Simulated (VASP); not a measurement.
# PbS (Pm-3m) in VASP: notebook

PbS is run at these levels: PBE+D3(BJ); tasks: single point, relaxation of cell and atoms.

Everything below comes from runs of VASP 6.6.1. Logs are shortened: lines on timing, memory, paths and dates and some standing lists are left out, and cuts for length are marked.

## (1) The cell of the first run

The structure is cubic, space group Pm-3m (No. 221). Conventional cell: a = 3.602 Å, b = 3.602 Å, c = 3.602 Å, α = 90.00°, β = 90.00°, γ = 90.00°. Within 4.1 Å of Pb (site symmetry m-3m) lie 8 S at 3.12 Å and 6 Pb at 3.60 Å. S (site symmetry m-3m) has 8 Pb at 3.12 Å and 6 S at 3.60 Å within 4.1 Å.

## (2) Single point, PBE+D3(BJ)

INCAR

```
PREC     = Accurate       # precision mode
ENCUT    = 520            # plane-wave cutoff, eV
EDIFF    = 1E-6           # SCF threshold, eV
ISMEAR   = 0              # smearing method
SIGMA    = 0.1            # smearing width, eV
LREAL    = False          # projectors in reciprocal space
LASPH    = True           # aspherical terms in the spheres
NELM     = 60             # most SCF steps
ALGO     = Normal         # electronic algorithm
ISIF     = 2              # what is computed and relaxed
LWAVE    = False          # write WAVECAR
LCHARG   = True           # write CHGCAR
GGA      = PE             # functional
IVDW     = 12             # dispersion correction
LELF     = True           # ELF
LVHAR    = True         
NBANDS   = 17             # bands
```

KPOINTS

```
Automatic mesh
0
Gamma
  12 12 12
```

POSCAR

```
PbS
1.0
    3.6017419522      0.0000000000      0.0000000000
    0.0000000000      3.6017419522      0.0000000000
    0.0000000000      0.0000000000      3.6017419522
Pb S
1 1
Direct
    0.0000000000      0.0000000000      0.0000000000
    0.5000000000      0.5000000000      0.5000000000
```

Potentials or basis: VASP PAW PBE potentials, release 64 (Pb_d, S).

Launch:

```bash
cat potpaw_PBE.64/Pb_d/POTCAR potpaw_PBE.64/S/POTCAR > POTCAR
mpirun -np 1 vasp_std > vasp.out
```

OUTCAR:

```text
PREC = Accurate
   ENCUT = 520
   EDIFF = 1E-6
   ISMEAR = 0
   LREAL = False
   LASPH = True
   NELM = 60
   ISIF = 2
   GGA = PE
   IVDW = 12
 IVDW          = 12

 ion  position               nearest neighbor table
   1  0.000  0.000  0.000-   2 3.12   2 3.12   2 3.12   2 3.12   2 3.12   2 3.12   2 3.12   2 3.12

   2  0.500  0.500  0.500-   1 3.12   1 3.12   1 3.12   1 3.12   1 3.12   1 3.12   1 3.12   1 3.12

  LATTYP: Found a simple cubic cell.
 ALAT       =     3.6017419522

  Lattice vectors:

 A1 = (   3.6017419522,   0.0000000000,   0.0000000000)
 A2 = (   0.0000000000,   3.6017419522,   0.0000000000)
 A3 = (   0.0000000000,   0.0000000000,   3.6017419522)

Analysis of symmetry for initial positions (statically):
=====================================================================
 Subroutine PRICEL returns:
 Original cell was already a primitive cell.

 Routine SETGRP: Setting up the symmetry group for a
 simple cubic supercell.

 Subroutine GETGRP returns: Found 48 space group operations
 (whereof 48 operations were pure point group operations)
 out of a pool of 48 trial point group operations.

The static configuration has the point symmetry O_h .

Analysis of symmetry for dynamics (positions and initial velocities):
=====================================================================
 Subroutine PRICEL returns:
 Original cell was already a primitive cell.

 Routine SETGRP: Setting up the symmetry group for a
 simple cubic supercell.

 Subroutine GETGRP returns: Found 48 space group operations
 (whereof 48 operations were pure point group operations)
 out of a pool of 48 trial point group operations.

The dynamic configuration has the point symmetry O_h .

 Subroutine INISYM returns: Found 48 space group operations
 (whereof 48 operations are pure point group operations),
 and found     1 'primitive' translations

----------------------------------------------------------------------------------------

                                     Primitive cell

  volume of cell :      46.7238

  direct lattice vectors                    reciprocal lattice vectors
     3.601741952  0.000000000  0.000000000     0.277643433  0.000000000  0.000000000
     0.000000000  3.601741952  0.000000000     0.000000000  0.277643433  0.000000000
     0.000000000  0.000000000  3.601741952     0.000000000  0.000000000  0.277643433

  length of vectors
     3.601741952  3.601741952  3.601741952     0.277643433  0.277643433  0.277643433

  position of ions in fractional coordinates (direct lattice)
     0.000000000  0.000000000  0.000000000
     0.500000000  0.500000000  0.500000000

  ion indices of the primitive-cell ions
   primitive index   ion index
                 1           1
                 2           2

----------------------------------------------------------------------------------------

 KPOINTS: Automatic mesh

Automatic generation of k-mesh.
 Grid dimensions read from file:
 generate k-points for:   12   12   12

 Generating k-lattice:

  Cartesian coordinates                     Fractional coordinates (reciprocal lattice)
     0.023136953  0.000000000  0.000000000     0.083333333  0.000000000  0.000000000
     0.000000000  0.023136953  0.000000000     0.000000000  0.083333333  0.000000000
     0.000000000  0.000000000  0.023136953     0.000000000  0.000000000  0.083333333

  Length of vectors
     0.023136953  0.023136953  0.023136953

  Shift w.r.t. Gamma in fractional coordinates (k-lattice)
     0.000000000  0.000000000  0.000000000

 Subroutine IBZKPT returns following result:
 ===========================================

 Found     84 irreducible k-points:

 Following reciprocal coordinates:
            Coordinates               Weight
  0.000000  0.000000  0.000000      1.000000
  0.083333  0.000000  0.000000      6.000000
  0.166667  0.000000  0.000000      6.000000
  0.250000  0.000000  0.000000      6.000000
  0.333333  0.000000  0.000000      6.000000
  0.416667  0.000000  0.000000      6.000000
[... 16 lines left out ...]
  0.333333  0.333333  0.000000     12.000000
  0.416667  0.333333  0.000000     24.000000
 [... further k-points ...]
   k-points           NKPTS =     84   k-points in BZ     NKDIM =     84   number of bands    NBANDS=     17
   number of dos      NEDOS =    301   number of ions     NIONS =      2
   total plane-waves  NPLWV =  21952
   dimension x,y,z NGX =    28 NGY =   28 NGZ =   28
   dimension x,y,z NGXF=    56 NGYF=   56 NGZF=   56
   ions per type =               1   1
   NGX,Y,Z   is equivalent  to a cutoff of  12.92, 12.92, 12.92 a.u.
   NGXF,Y,Z  is equivalent  to a cutoff of  25.85, 25.85, 25.85 a.u.
 SYSTEM =  unknown system
   PREC   = accura    normal or accurate (medium, high low for compatibility)
   ISTART =      0    job   : 0-new  1-cont  2-samecut
   ICHARG =      2    charge: 1-file 2-atom 10-const
   ISPIN  =      1    spin polarized calculation?
   LNONCOLLINEAR =      F non collinear calculations
[... 100 lines left out ...]
      3     -10.0909      2.00000
      4     -10.0909      2.00000
      5     -10.0535      2.00000
      6      -6.2881      2.00000
[... 9 lines left out ...]
     16      17.9861      0.00000
     17      19.5655      0.00000

 k-point     5 :       0.3333    0.0000    0.0000
  band No.  band energies     occupation
      1     -10.2875      2.00000
      2     -10.1635      2.00000
      3     -10.1078      2.00000
      4     -10.1078      2.00000
      5     -10.0518      2.00000
      6      -5.9263      2.00000
[... 9 lines left out ...]
     16      17.2022      0.00000
     17      19.4439      0.00000

 k-point     6 :       0.4167    0.0000    0.0000
  band No.  band energies     occupation
      1     -10.2853      2.00000
      2     -10.1315      2.00000
      3     -10.1200      2.00000
      4     -10.1200      2.00000
      5     -10.0506      2.00000
      6      -5.5818      2.00000
[... 9 lines left out ...]
     16      19.0712      0.00000
     17      19.4249      0.00000

 k-point     7 :       0.5000    0.0000    0.0000
  band No.  band energies     occupation
      1     -10.2845      2.00000
      2     -10.1245      2.00000
      3     -10.1245      2.00000
      4     -10.1198      2.00000
      5     -10.0501      2.00000
      6      -5.4257      2.00000
[... 9 lines left out ...]
     16      19.4178      0.00000
     17      20.8898      0.00000

 k-point     8 :       0.0833    0.0833    0.0000
  band No.  band energies     occupation
      1     -10.2894      2.00000
      2     -10.2780      2.00000
      3     -10.0664      2.00000
      4     -10.0614      2.00000
      5     -10.0605      2.00000
      6      -6.7016      2.00000
[... 9 lines left out ...]
     16      18.8680      0.00000
     17      18.9362      0.00000
[... 203 lines left out ...]
      1     -10.2457      2.00000
      2     -10.1535      2.00000
      3     -10.1462      2.00000
      4     -10.0877      2.00000
      5     -10.0842      2.00000
      6      -5.7764      2.00000
[... 9 lines left out ...]
     16      17.1023      0.00000
     17      17.1508      0.00000

 k-point    20 :       0.3333    0.2500    0.0000
  band No.  band energies     occupation
      1     -10.2363      2.00000
      2     -10.1728      2.00000
      3     -10.1137      2.00000
      4     -10.1022      2.00000
      5     -10.0834      2.00000
      6      -5.4501      2.00000
[... 9 lines left out ...]
     16      17.1905      0.00000
     17      17.9502      0.00000

 k-point    21 :       0.4167    0.2500    0.0000
  band No.  band energies     occupation
      1     -10.2314      2.00000
      2     -10.1919      2.00000
      3     -10.1138      2.00000
      4     -10.0825      2.00000
      5     -10.0816      2.00000
      6      -5.1571      2.00000
[... 9 lines left out ...]
     16      17.5926      0.00000
     17      18.9206      0.00000

 k-point    22 :       0.5000    0.2500    0.0000
  band No.  band energies     occupation
      1     -10.2299      2.00000
      2     -10.1989      2.00000
      3     -10.1181      2.00000
      4     -10.0810      2.00000
      5     -10.0709      2.00000
      6      -5.0318      2.00000
[... 9 lines left out ...]
     16      17.8627      0.00000
     17      18.6619      0.00000

 k-point    23 :       0.3333    0.3333    0.0000
  band No.  band energies     occupation
      1     -10.2223      2.00000
      2     -10.2037      2.00000
      3     -10.1005      2.00000
      4     -10.0979      2.00000
      5     -10.0774      2.00000
      6      -5.1599      2.00000
[... 9 lines left out ...]
     16      17.1661      0.00000
     17      18.6681      0.00000

 k-point    24 :       0.4167    0.3333    0.0000
  band No.  band energies     occupation
      1     -10.2264      2.00000
      2     -10.2144      2.00000
      3     -10.1107      2.00000
      4     -10.0971      2.00000
      5     -10.0480      2.00000
      6      -4.9114      2.00000
[... 9 lines left out ...]
     16      17.1768      0.00000
     17      17.9220      0.00000

 [... further k-points ...]

------------------------ aborting loop because EDIFF is reached ----------------------------------------

 Edisp (eV)   -0.78068

 E8    (eV) :    -0.3516

  FORCE on cell =-STRESS in cart. coord.  units (eV):
  Direction    XX          YY          ZZ          XY          YZ          ZX
  --------------------------------------------------------------------------------------
  -------------------------------------------------------------------------------------
  Total      -0.02455    -0.02455    -0.02455     0.00000     0.00000    -0.00000
  in kB      -0.84184    -0.84184    -0.84184     0.00000     0.00000    -0.00000
  external pressure =       -0.84 kB  Pullay stress =        0.00 kB

 VOLUME and BASIS-vectors are now :
 -----------------------------------------------------------------------------
  energy-cutoff  :      520.00
  volume of cell :       46.72
      direct lattice vectors                 reciprocal lattice vectors
     3.601741952  0.000000000  0.000000000     0.277643433  0.000000000  0.000000000
     0.000000000  3.601741952  0.000000000     0.000000000  0.277643433  0.000000000
     0.000000000  0.000000000  3.601741952     0.000000000  0.000000000  0.277643433

 POSITION                                       TOTAL-FORCE (eV/Angst)
 -----------------------------------------------------------------------------------
      0.00000      0.00000      0.00000         0.000000      0.000000      0.000000
      1.80087      1.80087      1.80087         0.000000      0.000000      0.000000
 -----------------------------------------------------------------------------------
    total drift:                               -0.000000      0.000000      0.000000

  FREE ENERGIE OF THE ION-ELECTRON SYSTEM (eV)
  ---------------------------------------------------
  free  energy   TOTEN  =        -9.0241591783 eV

  energy  without entropy=       -9.0210632850  energy(sigma->0) =       -9.02261123
```

Run time: 51 s. Hardware: 1 thread of Intel Xeon 8259CL, shared host; peak memory 0.21 GiB.

Results:

- Free energy: -9.0242 eV
- Pressure: -0.1 GPa
- Band gap on the k mesh: zero (bands 10 and 11 overlap by 0.63 eV)
- Dispersion energy per atom: -0.390 eV

Levels at points of the mesh, in eV from the Fermi level:
```tsv
k point	band 8	band 9	band 10	band 11	band 12	band 13
(0.00, 0.00, 0.00)	-1.67	-1.67	-1.67	5.47	5.47	6.88
(0.50, 0.00, 0.00)	-0.49	-0.49	0.02	0.41	4.05	4.05
(0.50, 0.50, 0.00)	-4.66	-4.66	-0.29	4.39	4.39	6.23
(0.50, 0.50, 0.50)	-2.50	-2.50	-2.50	-0.54	-0.54	-0.54
```

Caveat: semilocal functionals underestimate gaps, and a narrow one can read as zero; spin-orbit coupling is left out, which moves the levels of the heavy elements.

## (3) Single point, PBE+D3(BJ)

INCAR

```
SYSTEM = PbS
ALGO     = Normal         ! electronic algorithm
EDIFF    = 1E-6           ! SCF threshold, eV
ENCUT    = 520            ! plane-wave cutoff, eV
GGA      = PE             ! functional
ISIF     = 2              ! what is computed and relaxed
ISMEAR   = 0              ! smearing method
IVDW     = 12             ! dispersion correction
LASPH    = .TRUE.         ! aspherical terms in the spheres
LCHARG   = .FALSE.        ! write CHGCAR
LREAL    = .FALSE.        ! projectors in reciprocal space
LWAVE    = .FALSE.        ! write WAVECAR
NBANDS   = 17             ! bands
NELM     = 60             ! most SCF steps
PREC     = Accurate       ! precision mode
SIGMA    = 0.15           ! smearing width, eV
```

KPOINTS

```
k-points
0
G
  16 16 16
  0 0 0
```

POSCAR is that of step 2.

Potentials or basis: VASP PAW PBE potentials, release 64 (Pb_d, S).

Launch:

```bash
cat potpaw_PBE.64/Pb_d/POTCAR potpaw_PBE.64/S/POTCAR > POTCAR
mpirun -np 1 vasp_std > vasp.out
```

Run time: 98 s. Hardware: 1 thread of Intel Xeon 8259CL, shared host; peak memory 0.27 GiB.

The run converged. Its results:

- Free energy: -9.0263 eV
- Pressure: -0.2 GPa
- Band gap on the k mesh: zero (bands 10 and 11 overlap by 0.60 eV)
- Dispersion energy per atom: -0.390 eV

Levels at points of the mesh, in eV from the Fermi level:
```tsv
k point	band 7	band 8	band 9	band 10	band 11	band 12	band 13	band 14
(0.00, 0.00, 0.00)	-6.57	-1.67	-1.67	-1.67	5.47	5.47	6.89	6.89
(0.50, 0.00, 0.00)	-9.14	-0.49	-0.49	0.02	0.42	4.06	4.06	6.64
(0.50, 0.50, 0.00)	-7.21	-4.65	-4.65	-0.29	4.39	4.39	6.24	7.31
(0.50, 0.50, 0.50)	-5.79	-2.50	-2.50	-2.50	-0.54	-0.54	-0.54	14.18
```

Caveat: semilocal functionals underestimate gaps, and a narrow one can read as zero; spin-orbit coupling is left out, which moves the levels of the heavy elements.

## (4) Relaxation of cell and atoms, PBE+D3(BJ)

This run uses another cell than the first one, of 24.39 Å³/atom.

INCAR

```
PREC     = Accurate       # precision mode
ENCUT    = 600            # plane-wave cutoff, eV
EDIFF    = 1E-6           # SCF threshold, eV
ISMEAR   = 0              # smearing method
SIGMA    = 0.1            # smearing width, eV
LREAL    = F              # projectors in reciprocal space
LASPH    = T              # aspherical terms in the spheres
NELM     = 100            # most SCF steps
ALGO     = Normal         # electronic algorithm
ISIF     = 3              # what is computed and relaxed
LWAVE    = F              # write WAVECAR
LCHARG   = F              # write CHGCAR
GGA      = PE             # functional
IVDW     = 12             # dispersion correction
IBRION   = 2              # ionic algorithm
NSW      = 100            # ionic steps
EDIFFG   = -0.005         # ionic threshold
```

KPOINTS

```
Automatic mesh
0
Gamma
  12 12 12
```

POSCAR

```
PbS
1.0
    3.6536590000      0.0000000000      0.0000000000
    0.0000000000      3.6536590000      0.0000000000
    0.0000000000      0.0000000000      3.6536590000
Pb S
1 1
Direct
    0.0000000000      0.0000000000      0.0000000000
    0.5000000000      0.5000000000      0.5000000000
```

Launch:

```bash
cat potpaw_PBE.64/Pb_d/POTCAR potpaw_PBE.64/S/POTCAR > POTCAR
mpirun -np 1 vasp_std > vasp.out
```

It took 3.2 min on 1 thread of Intel Xeon 8259CL, shared host; peak memory 0.24 GiB.

It converged, with:

| Quantity | Value |
| --- | --- |
| Free energy | -9.0244 eV |
| Relaxed volume | 23.36 Å³/atom |
| Relaxed cell | a = 3.602 Å, b = 3.602 Å, c = 3.602 Å, α = 90.00°, β = 90.00°, γ = 90.00° |
| Space group after relaxing (to 0.1 Å) | Pm-3m (No. 221) |
| Energy gained by relaxing | 8.1 meV/atom |
| Ionic steps | 3 |
| Pressure after relaxing | 0.0 GPa |
| Band gap on the k mesh | zero (bands 10 and 11 overlap by 0.63 eV) |
| Dispersion energy per atom | -0.390 eV |

Step by step:
```csv
step,energy change (eV),largest force (eV/Å),pressure (GPa),volume (Å³)
1,0.0000,0.0000,-2.42,48.77
2,-0.0151,0.0000,0.69,46.22
3,-0.0162,0.0000,0.00,46.72
```

Final structure:
```xyz
2
Lattice="3.6016 0.0000 0.0000 0.0000 3.6016 0.0000 0.0000 0.0000 3.6016" Properties=species:S:1:pos:R:3 pbc="T T T"
Pb    0.0000    0.0000    0.0000
S     1.8008    1.8008    1.8008
```

Levels at points of the mesh, in eV from the Fermi level:
| k point | band 6 | band 7 | band 8 | band 9 | band 10 | band 11 | band 12 | band 13 | band 14 |
| --- | --- | --- | --- | --- | --- | --- | --- | --- | --- |
| (0.00, 0.00, 0.00) | -13.41 | -6.57 | -1.67 | -1.67 | -1.67 | 5.47 | 5.47 | 6.88 | 6.88 |
| (0.50, 0.00, 0.00) | -12.01 | -9.15 | -0.49 | -0.49 | 0.02 | 0.41 | 4.05 | 4.05 | 6.63 |
| (0.50, 0.50, 0.00) | -11.14 | -7.23 | -4.66 | -4.66 | -0.29 | 4.39 | 4.39 | 6.23 | 7.30 |
| (0.50, 0.50, 0.50) | -10.90 | -5.80 | -2.50 | -2.50 | -2.50 | -0.54 | -0.54 | -0.54 | 14.18 |

Caveat: semilocal functionals underestimate gaps, and a narrow one can read as zero; spin-orbit coupling is left out, which moves the levels of the heavy elements.

## (5) The runs side by side

```tsv
task	cell	k mesh	cutoff (eV)	smearing	gap on the mesh (eV)	pressure (GPa)
single point	a = 3.602 Å, 2 atoms	12 × 12 × 12	520	gaussian 0.1 eV	none	-0.1
single point	a = 3.602 Å, 2 atoms	16 × 16 × 16	520	gaussian 0.15 eV	none	-0.2
relaxation of cell and atoms	relaxed from a = 3.654 Å, 2 atoms	12 × 12 × 12	600	gaussian 0.1 eV	none	0.0
```

Alike in all rows: level PBE+D3(BJ); potentials or basis VASP PAW PBE potentials, release 64 (Pb_d, S); no spin polarisation.

Caveats: semilocal functionals underestimate gaps, and a narrow one can read as zero; spin-orbit coupling is left out, which moves the levels of the heavy elements.

Absolute energies hang on the potentials; compare differences alone.
